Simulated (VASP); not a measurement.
A run of VASP 6.6.1 is set up as follows.

The input INCAR:

```
PREC     = Accurate       # precision mode
ENCUT    = 520            # plane-wave cutoff, eV
EDIFF    = 1E-7           # SCF threshold, eV
ISMEAR   = -1             # smearing method
SIGMA    = 0.02           # smearing width, eV
LREAL    = False          # projectors in reciprocal space
LASPH    = True           # aspherical terms in the spheres
NELM     = 60             # most SCF steps
ALGO     = Normal         # electronic algorithm
ISIF     = 2              # what is computed and relaxed
LWAVE    = False          # write WAVECAR
LCHARG   = False          # write CHGCAR
GGA      = CA             # functional
NBANDS   = 16             # bands
```

KPOINTS

```
Automatic mesh
0
Gamma
  6 6 6
```

File POSCAR:

```
InP
1.0
    0.0000000000      2.9034970093      2.9034970093
    2.9034970093      0.0000000000      2.9034970093
    2.9034970093      2.9034970093      0.0000000000
In P
1 1
Direct
    0.0000000000      0.0000000000      0.0000000000
    0.2500000000      0.2500000000      0.2500000000
```

Potentials or basis: VASP PAW LDA potentials, release 64 (In_d, P).

Command:

```console
$ cat potpaw_LDA.64/In_d/POTCAR potpaw_LDA.64/P/POTCAR > POTCAR
$ mpirun -np 1 vasp_std > vasp.out
```

(1) Predict the band gap on the k mesh.

(2) What does it give for the pressure?

Answers

(1) 0.66 eV, direct.

(2) 0.8 GPa.

Caveat: spin-orbit coupling is left out, which moves the levels of the heavy elements.
